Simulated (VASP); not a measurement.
# MoN2 in VASP: further runs, part 2 of 2

VASP 6.6.1. Earlier steps stand in the parts before.

### Step 3. Relaxation of the atoms, PBEsol

INCAR reads:

```
SYSTEM = MoN2
ALGO = Normal
EDIFF = 1E-7
EDIFFG = -0.01
ENCUT = 520
GGA = PS
GGA_COMPAT = .FALSE.
IBRION = 2
ISIF = 2
ISMEAR = -1
LASPH = .TRUE.
LCHARG = .FALSE.
LREAL = .FALSE.
LWAVE = .FALSE.
NELM = 120
NELMIN = 4
NSW = 60
PREC = Accurate
SIGMA = 0.05
```

KPOINTS reads:

```
k-points
0
G
  5 5 8
  0 0 0
```

POSCAR reads:

```
MoN2
1.0
    4.3480530000      0.0434805300      0.0000000000
    0.0434805300      4.3480530000      0.0000000000
    0.0000000000      0.0000000000      2.7674600000
Mo N
2 4
Direct
    0.0000000000      0.0000000000      0.0000000000
    0.5000000000      0.5000000000      0.0000000000
    0.6116470000      0.8883530000      0.5000000000
    0.3883530000      0.1116470000      0.5000000000
    0.1116470000      0.6116470000      0.5000000000
    0.8883530000      0.3883530000      0.5000000000
```

Potentials or basis: VASP PAW PBE potentials, release 64 (Mo_sv, N).

Started as:

```sh
cat potpaw_PBE.64/Mo_sv/POTCAR potpaw_PBE.64/N/POTCAR > POTCAR
mpirun -np 1 vasp_std > vasp.out
```

OUTCAR:

```text
SYSTEM = MoN2
   EDIFF = 1E-7
   EDIFFG = -0.01
   ENCUT = 520
   GGA = PS
   IBRION = 2
   ISIF = 2
   ISMEAR = -1
   LASPH = .TRUE.
   LREAL = .FALSE.
   NELM = 120
   NELMIN = 4
   NSW = 60
   PREC = Accurate

 ion  position               nearest neighbor table
   1  0.000  0.000  0.000-   5 2.23   6 2.23   5 2.23   6 2.23   3 2.24   4 2.24   3 2.24   4 2.24
                             2 3.04   2 3.04   2 3.11   2 3.11
   2  0.500  0.500  0.000-   5 2.23   6 2.23   5 2.23   6 2.23   3 2.24   4 2.24   3 2.24   4 2.24
                             1 3.04   1 3.04   1 3.11   1 3.11
   3  0.612  0.888  0.500-   4 1.36   2 2.24   1 2.24   1 2.24   2 2.24
   4  0.388  0.112  0.500-   3 1.36   2 2.24   1 2.24   1 2.24   2 2.24
   5  0.112  0.612  0.500-   6 1.39   2 2.23   1 2.23   1 2.23   2 2.23
   6  0.888  0.388  0.500-   5 1.39   2 2.23   1 2.23   1 2.23   2 2.23

  LATTYP: Found a base centered orthorhombic cell.
 ALAT       =     6.0875847673
 B/A-ratio  =     1.0202020202
 C/A-ratio  =     0.4546072220

  Lattice vectors:

 A1 = (  -0.0434805300,  -4.3480530000,   0.0000000000)
 A2 = (   4.3480530000,   0.0434805300,   0.0000000000)
 A3 = (   0.0000000000,   0.0000000000,   2.7674600000)

Analysis of symmetry for initial positions (statically):
=====================================================================
 Subroutine PRICEL returns:
 Original cell was already a primitive cell.

 Routine SETGRP: Setting up the symmetry group for a
 base centered orthorhombic supercell.

 Subroutine GETGRP returns: Found  8 space group operations
 (whereof  4 operations were pure point group operations)
 out of a pool of  8 trial point group operations.

The static configuration has the point symmetry C_2h.
 The point group associated with its full space group is D_2h.

Analysis of symmetry for dynamics (positions and initial velocities):
=====================================================================
 Subroutine PRICEL returns:
 Original cell was already a primitive cell.

 Routine SETGRP: Setting up the symmetry group for a
 base centered orthorhombic supercell.

 Subroutine GETGRP returns: Found  8 space group operations
 (whereof  4 operations were pure point group operations)
 out of a pool of  8 trial point group operations.

The dynamic configuration has the point symmetry C_2h.
 The point group associated with its full space group is D_2h.

 Subroutine INISYM returns: Found  8 space group operations
 (whereof  4 operations are pure point group operations),
 and found     1 'primitive' translations

----------------------------------------------------------------------------------------

                                     Primitive cell

  volume of cell :      52.3152

  direct lattice vectors                    reciprocal lattice vectors
     4.348053000  0.043480530  0.000000000     0.230010998 -0.002300110  0.000000000
     0.043480530  4.348053000  0.000000000    -0.002300110  0.230010998  0.000000000
     0.000000000  0.000000000  2.767460000     0.000000000  0.000000000  0.361342169

  length of vectors
     4.348270397  4.348270397  2.767460000     0.230022498  0.230022498  0.361342169

[... 41 lines left out ...]
 Found     45 irreducible k-points:

 Following reciprocal coordinates:
            Coordinates               Weight
  0.000000  0.000000  0.000000      1.000000
  0.200000  0.000000  0.000000      4.000000
  0.400000  0.000000  0.000000      4.000000
  0.200000  0.200000  0.000000      2.000000
  0.400000  0.200000  0.000000      4.000000
 -0.400000  0.200000  0.000000      4.000000
[... 16 lines left out ...]
  0.400000  0.200000  0.250000      8.000000
 -0.400000  0.200000  0.250000      8.000000
 [... further k-points ...]
   k-points           NKPTS =     45   k-points in BZ     NKDIM =     45   number of bands    NBANDS=     28
   number of dos      NEDOS =    301   number of ions     NIONS =      6
   total plane-waves  NPLWV =  24576
   dimension x,y,z NGX =    32 NGY =   32 NGZ =   24
   dimension x,y,z NGXF=    64 NGYF=   64 NGZF=   48
   ions per type =               2   4
   NGX,Y,Z   is equivalent  to a cutoff of  12.23, 12.23, 14.42 a.u.
   NGXF,Y,Z  is equivalent  to a cutoff of  24.47, 24.47, 28.83 a.u.
 SYSTEM =  MoN2
   PREC   = accura    normal or accurate (medium, high low for compatibility)
   ISTART =      0    job   : 0-new  1-cont  2-samecut
   ICHARG =      2    charge: 1-file 2-atom 10-const
   ISPIN  =      1    spin polarized calculation?
   LNONCOLLINEAR =      F non collinear calculations
   LSORBIT =      F    spin-orbit coupling
   LASPH  =      T    aspherical Exc in radial PAW
   ENCUT  =  520.0 eV  38.22 Ry    6.18 a.u.   8.08  8.08  5.15*2*pi/ulx,y,z
   NELM   =    120;   NELMIN=  4; NELMDL= -5     # of ELM steps
   EDIFF  = 0.1E-06   stopping-criterion for ELM
   LREAL  =      F    real-space projection
   EDIFFG = -.1E-01   stopping-criterion for IOM
   NSW    =     60    number of steps for IOM
   IBRION =      2    ionic relax: 0-MD 1-quasi-New 2-CG
   NFREE  =      1    steps in history (QN), initial steepest desc. (CG)
   ISIF   =      2    stress and relaxation
   ISYM   =      2    0-nonsym 1-usesym 2-fastsym
   POTIM  = 0.5000    time-step for ionic-motion
   TEBEG  =    0.0;   TEEND  =   0.0 temperature during run
   PSTRESS=    0.0 pullay stress
   NELECT =      48.0000    total number of electrons
   NUPDOWN=      -1.0000    fix difference up-down
   EMIN   =  10.00;   EMAX   =-10.00  energy-range for DOS
   EFERMI =   0.00;   METHOD = LEGACY
   ISMEAR =    -1;   SIGMA  =   0.05  broadening in eV -4-tet -1-fermi 0-gaus
   EFERMI_NEDOS =   21; number of points for ismear=-14 and -15
   IALGO  =     38    algorithm
   IMIX   =      4    mixing-type and parameters
     AMIX     =   0.40;   BMIX     =  1.00
     AMIX_MAG =   1.60;   BMIX_MAG =  1.00
  volume/ion in A,a.u.               =       8.72        58.84
  Fermi-wavevector in a.u.,A,eV,Ry     =   1.590790  3.006156 34.431056  2.530611
  Thomas-Fermi vector in A             =   2.689430
   LORBIT       =      0    0 simple, 1 ext, 2 COOP (PROOUT), +10 PAW based schemes
   GGA     = PS    functional components
   LHFCALC =     F    Hartree Fock is set to
   AEXX    =    0.0000 exact exchange contribution
   IVDW    =     0    specifies the selected vdW correction
   LEPSILON=     F    determine dielectric tensor
   LRPA    =     F    only Hartree local field effects (RPA)
 conjugate gradient relaxation of ions
 non-spin polarized calculation
  energy-cutoff  :      520.00
  volume of cell :       52.32
 maximum number of plane-waves:      1434
   NGX = 17   NGY = 17   NGZ = 11

--------------------------------------- Ionic step        1  -------------------------------------------

 number of electron      47.9999998 magnetization

 Free energy of the ion-electron system (eV)
  ---------------------------------------------------
  ext. energy  EPLUGINS =         0.00000000
  ---------------------------------------------------
  free energy    TOTEN  =       -58.68456901 eV

  energy without entropy =      -58.66602027  energy(sigma->0) =      -58.67529464

------------------------ aborting loop because EDIFF is reached ----------------------------------------

  FORCE on cell =-STRESS in cart. coord.  units (eV):
  Direction    XX          YY          ZZ          XY          YZ          ZX
  --------------------------------------------------------------------------------------
  -------------------------------------------------------------------------------------
  Total       -3.9471341     -3.9471341     -5.2547192     -1.5671426      0.0000000      0.0000000
  in kB     -120.8829046   -120.8829046   -160.9283331    -47.9945057      0.0000000      0.0000000
  external PRESSURE =    -134.2313808 kB  Pullay stress =       0.0000000 kB
[... 67 lines left out ...]
--------------------------------------- Ionic step        3  -------------------------------------------

 number of electron      47.9999998 magnetization

 Free energy of the ion-electron system (eV)
  ---------------------------------------------------
  ext. energy  EPLUGINS =         0.00000000
  ---------------------------------------------------
  free energy    TOTEN  =       -58.68571617 eV

  energy without entropy =      -58.66673993  energy(sigma->0) =      -58.67622805

 E-fermi :  11.9866     XC(G=0): -13.8583

 val. band max:       11.9839639786   @ k =   0.4000   0.0000   0.0000
 cond. band min:      11.9995481827   @ k =  -0.4000   0.4000   0.1250
 fundamental gap:      0.0155842041
 Fermi energy:        11.9866464986

 k-point     1 :       0.0000    0.0000    0.0000
  band No.  band energies     occupation
      1     -49.9806      2.00000
      2     -49.9205      2.00000
      3     -24.2270      2.00000
      4     -24.1786      2.00000
      5     -23.8798      2.00000
      6     -23.8519      2.00000
[... 733 lines left out ...]
     27      14.2415      0.00000
     28      14.4931      0.00000

 [... further k-points ...]
[... 5 lines left out ...]
  --------------------------------------------------------------------------------------
  -------------------------------------------------------------------------------------
  Total       -4.0400821     -4.0400821     -5.2541737     -1.4772432      0.0000000      0.0000000
  in kB     -123.7294804   -123.7294804   -160.9116271    -45.2412932      0.0000000      0.0000000
  external PRESSURE =    -136.1235293 kB  Pullay stress =       0.0000000 kB
[... 21 lines left out ...]
  FREE ENERGIE OF THE ION-ELECTRON SYSTEM (eV)
  ---------------------------------------------------
  free  energy   TOTEN  =       -58.6857161677 eV

  energy  without entropy=      -58.6667399334  energy(sigma->0) =      -58.67622805

 reached required accuracy - stopping structural energy minimisation
```

Wall time 3.4 min (1 thread of Intel Xeon 8259CL, shared host); peak memory 0.2 GiB.

What came out:

| Item | Value |
| --- | --- |
| Free energy | -58.6857 eV |
| Energy gained by relaxing | 0.2 meV/atom |
| Ionic steps | 3 |
| Pressure after relaxing | -13.6 GPa |
| Largest force after relaxing | 0.007 eV/Å |
| Band gap on the k mesh | zero (bands 24 and 25 overlap by 1.77 eV) |

Forces in eV/Å, atoms in the order of the input:
```
Mo   0.000  0.000  0.000
Mo   0.000  0.000  0.000
N   -0.002  0.002  0.000
N    0.002 -0.002  0.000
N   -0.005 -0.005  0.000
N    0.005  0.005  0.000
```

The path:
```tsv
step	energy change (eV)	largest force (eV/Å)	pressure (GPa)
1	0.0000	0.2493	-13.42
2	0.0025	0.4239	-13.90
3	-0.0011	0.0069	-13.61
```

Final structure:
```
Mo N
1.0
     4.34805    0.04348    0.00000
     0.04348    4.34805    0.00000
     0.00000    0.00000    2.76746
Mo N
2 4
Direct
  0.00000 0.00000 0.00000
  0.50000 0.50000 0.00000
  0.61235 0.88765 0.50000
  0.38765 0.11235 0.50000
  0.11144 0.61144 0.50000
  0.88856 0.38856 0.50000
```

Caveat: the PAW data sets were made with another functional, which shifts forces and pressure a little.

### Step 4. Single point, PBEsol

INCAR reads:

```
SYSTEM = MoN2
PREC = Accurate ; ENCUT = 1330
EDIFF = 1E-6 ; ISMEAR = -1
SIGMA = 0.05 ; LREAL = .FALSE.
LASPH = .TRUE. ; NELM = 120
ALGO = Normal ; ISIF = 2
LWAVE = .FALSE. ; LCHARG = .FALSE.
GGA = PS ; NBANDS = 33
GGA_COMPAT = .FALSE.
```

KPOINTS reads:

```
regular mesh
0
G
  6 6 8
  0 0 0
```

POSCAR: that of step 3 with these lines changed.

```diff
@@ -2,4 +2,4 @@
 1.0
-    4.3480530000      0.0434805300      0.0000000000
-    0.0434805300      4.3480530000      0.0000000000
+    4.3480530000      0.0000000000      0.0000000000
+    0.0000000000      4.3480530000      0.0000000000
     0.0000000000      0.0000000000      2.7674600000
```

Potentials or basis: VASP PAW PBE potentials, release 64 (Mo_sv, N_h).

Started as:

```sh
cat potpaw_PBE.64/Mo_sv/POTCAR potpaw_PBE.64/N_h/POTCAR > POTCAR
mpirun -np 1 vasp_std > vasp.out
```

It took 13 min on 1 thread of AMD EPYC, shared host; peak memory 0.46 GiB.

It converged, with:

```yaml
Free_energy: -58.7962 eV
Pressure: -13.8 GPa
Largest_force: 0.051 eV/Å
Band_gap_on_the_k_mesh: zero (bands 24 and 25 overlap by 1.67 eV)
```

Forces on the atoms (eV/Å):
```
Mo   0.000  0.000  0.000
Mo   0.000  0.000  0.000
N    0.036 -0.036  0.000
N   -0.036  0.036  0.000
N    0.036  0.036  0.000
N   -0.036 -0.036  0.000
```

Stress tensor (GPa, compression positive):
```
-13.66   0.00   0.00
  0.00 -13.66   0.00
  0.00   0.00 -14.14
```

Levels at points of the mesh, in eV from the Fermi level:
| k point | band 21 | band 22 | band 23 | band 24 | band 25 | band 26 | band 27 | band 28 |
| --- | --- | --- | --- | --- | --- | --- | --- | --- |
| (0.00, 0.00, 0.00) | -2.96 | -2.96 | -2.21 | -1.77 | 0.62 | 0.62 | 1.07 | 1.77 |
| (0.50, 0.00, 0.00) | -1.95 | -1.95 | -1.12 | -1.12 | -0.36 | -0.36 | 2.18 | 2.18 |
| (0.50, 0.50, 0.00) | -0.77 | -0.77 | 0.57 | 0.57 | 0.59 | 0.59 | 1.02 | 1.02 |
| (0.00, 0.00, 0.50) | -1.97 | -1.97 | 0.76 | 1.15 | 2.13 | 2.22 | 2.38 | 2.38 |
| (0.50, 0.00, 0.50) | -2.45 | -2.45 | -1.01 | -1.01 | 2.50 | 2.50 | 3.02 | 3.02 |
| (0.50, 0.50, 0.50) | -5.07 | -5.07 | -1.30 | -1.30 | 2.45 | 2.45 | 3.35 | 3.35 |

Caveat: the cell stands under tension; the PAW data sets were made with another functional, which shifts forces and pressure a little.

### Step 5. Overview

```tsv
task	potentials or basis	spin	cell	k mesh	cutoff (eV)	gap on the mesh (eV)	pressure (GPa)	largest force (eV/Å)
single point	VASP PAW PBE potentials, release 64 (Mo_sv, N)	non-collinear, zero start, SOC	a = 4.348, b = 4.348, c = 2.767 Å, 6 atoms	6 × 6 × 10	520	-	-13.5	0.15
relaxation of the atoms	VASP PAW PBE potentials, release 64 (Mo_sv, N)	off	atoms relaxed from a = 4.348, b = 4.348, c = 2.767 Å, angles 90.0, 90.0, 88.9°, 6 atoms	5 × 5 × 8	520	none	-13.6	0.01
single point	VASP PAW PBE potentials, release 64 (Mo_sv, N_h)	off	a = 4.348, b = 4.348, c = 2.767 Å, 6 atoms	6 × 6 × 8	1330	none	-13.8	0.05
```

Alike in all rows: level PBEsol; smearing fermi-dirac 0.05 eV.

Caveats: the PAW data sets were made with another functional, which shifts forces and pressure a little; the cell stands under tension (at least some runs).

Total energies depend on the potentials used, so only differences within one code and one set of settings carry meaning.

The gap in the log of VASP goes by the Fermi energy; the results here count the filled bands.